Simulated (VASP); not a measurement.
Set up this calculation in VASP 6.6.1, as the native input.

- Task: single point
- Functional: PBE
- Potentials or basis: VASP PAW PBE potentials, release 64 (Ir, B)
- Cutoff: 520 eV
- k mesh: 4 × 4 × 1
- Occupations: gaussian, width 0.05 eV
- Spin: no spin polarisation
- Dipole correction: no
- Further INCAR settings: ALGO = Normal; EDIFF = 1e-06; NBANDS = 68

The structure of BIr12 lies in POSCAR:

```
BIr12
1.0
    5.4305800000      0.0000000000      0.0000000000
    2.7152900000      4.7030200000      0.0000000000
    0.0000000000      0.0000000000     15.4340500000
Ir B
12 1
Direct
    0.1666666312      0.1666667375      0.0647918077
    0.6666666312      0.1666667375      0.0647918077
    0.1666666312      0.6666667375      0.0647918077
    0.6666666312      0.6666667375      0.0647918077
   -0.1585276819      0.3296271332      0.2083042364
    0.3386434007      0.3306460530      0.2072192328
   -0.1586060292      0.8290387878      0.2084566267
    0.3411452828      0.8293549677      0.2047461943
    0.0102099650     -0.0051460551      0.3549597805
    0.5222429400     -0.0006640414      0.3542582796
    0.0147576651      0.4925018392      0.3483228317
    0.5224293914      0.4779726644      0.3542312614
    0.3632284291      0.8180492535      0.4329377577
```

These files were run (other wordings do the same):

INCAR

```
PREC     = Accurate       # precision mode
ENCUT    = 520            # plane-wave cutoff, eV
EDIFF    = 1E-6           # SCF threshold, eV
ISMEAR   = 0              # smearing method
SIGMA    = 0.05           # smearing width, eV
LREAL    = False          # projectors in reciprocal space
LASPH    = True           # aspherical terms in the spheres
NELM     = 60             # most SCF steps
ALGO     = Normal         # electronic algorithm
ISIF     = 2              # what is computed and relaxed
LWAVE    = False          # write WAVECAR
LCHARG   = True           # write CHGCAR
GGA      = PE             # functional
LELF     = True           # ELF
LVHAR    = True         
NBANDS   = 68             # bands
```

KPOINTS

```
Automatic mesh
0
Gamma
  4 4 1
```

Potentials or basis: VASP PAW PBE potentials, release 64 (Ir, B).

Launch:

```console
$ cat potpaw_PBE.64/Ir/POTCAR potpaw_PBE.64/B/POTCAR > POTCAR
$ mpirun -np 1 vasp_std > vasp.out
```

Results of the run:

```json
{"Largest force": "0.262 eV/Å"}
```

Run time: 7.3 min on 1 thread of Intel(R) Xeon(R) 6975P-C (Granite Rapids) (shared host), peak memory 0.57 GiB.
